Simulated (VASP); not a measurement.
**WSe2: single point with PBEsol**

The system is WSe2, a slab with vacuum.

```
W Se
1.0
     3.31931    0.00000    0.00000
    -1.65965    2.87460    0.00000
     0.00000    0.00000   16.66122
W Se
1 2
Direct
  0.00000 0.00000 0.00000
  0.33333 0.66667 0.10040
  0.33333 0.66667 0.89960
```

This cell differs from its parent crystal: strain +0.015 along x and y, +0.000 along z.

| Property | Result |
| --- | --- |
| Program | VASP 6.6.1 |
| Task | single point |
| Functional | PBEsol |
| Potentials or basis | VASP PAW PBE potentials, release 64 (W_sv, Se) |
| Cutoff | 520 eV |
| k mesh | 12 × 12 × 2 |
| Occupations | gaussian, width 0.05 eV |
| Spin | no spin polarisation |

```json
{"Largest force": "0.263 eV/Å", "Band gap on the k mesh": "1.53 eV"}
```

Forces in eV/Å, atoms in the order of the input:
```
W    0.000  0.000  0.000
Se   0.000  0.000 -0.263
Se   0.000  0.000  0.263
```

Levels at points of the mesh, in eV from the valence-band top:
| k point | band 11 | band 12 | band 13 | band 14 | band 15 | band 16 |
| --- | --- | --- | --- | --- | --- | --- |
| (0.00, 0.00, 0.00) | -1.24 | -1.24 | -0.30 | 2.92 | 2.92 | 3.11 |
| (0.50, 0.00, 0.00) | -2.09 | -0.98 | -0.94 | 2.35 | 2.72 | 3.68 |
| (0.00, 0.00, 0.50) | -1.24 | -1.24 | -0.30 | 2.92 | 2.92 | 3.11 |
| (0.50, 0.00, 0.50) | -2.09 | -0.98 | -0.94 | 2.35 | 2.72 | 3.68 |

Run time: 2.8 min on 1 thread of Intel(R) Xeon(R) Platinum 8259CL CPU @ 2.50GHz (Skylake/Cascade Lake) (shared host), peak memory 0.36 GiB.

Caveat: the cell differs from its parent crystal (strain +0.015 along x and y, +0.000 along z); the PAW data sets were made with another functional, which shifts forces and pressure a little; spin-orbit coupling is left out, which moves the levels of the heavy elements.
